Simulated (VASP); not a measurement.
A run of VASP 6.6.1:

The input INCAR:

```
SYSTEM = Tl
PREC = Accurate
ENCUT = 520
EDIFF = 1E-7
ISMEAR = -1
SIGMA = 0.05
LREAL = .FALSE.
LASPH = .TRUE.
NELM = 100
ALGO = Normal
ISIF = 2
LWAVE = .FALSE.
LCHARG = .FALSE.
GGA = CA
NBANDS = 20
```

KPOINTS

```
Automatic mesh
0
G
  9 9 5
  0 0 0
```

File POSCAR:

```
Tl
1.0
    3.4328046702      0.0000000000      0.0000000000
   -1.7164023351      2.9728960507      0.0000000000
    0.0000000000      0.0000000000      5.4879183458
Tl
2
Direct
    0.6666666667      0.3333333333      0.7500000000
    0.3333333333      0.6666666667      0.2500000000
```

Potentials or basis: VASP PAW LDA potentials, release 64 (Tl_d).

Launch:

```bash
$ cat potpaw_LDA.64/Tl_d/POTCAR > POTCAR
$ mpirun -np 1 vasp_std > vasp.out
```

Hardware: 1 thread of Intel(R) Xeon(R) 6975P-C (Granite Rapids) (shared host).

Task: How long does it take, and how much memory?

Result: It took 11 s on 1 thread of Intel(R) Xeon(R) 6975P-C (Granite Rapids), on a shared host, peak memory 0.16 GiB. Counts: scf iterations 11, k points 36.
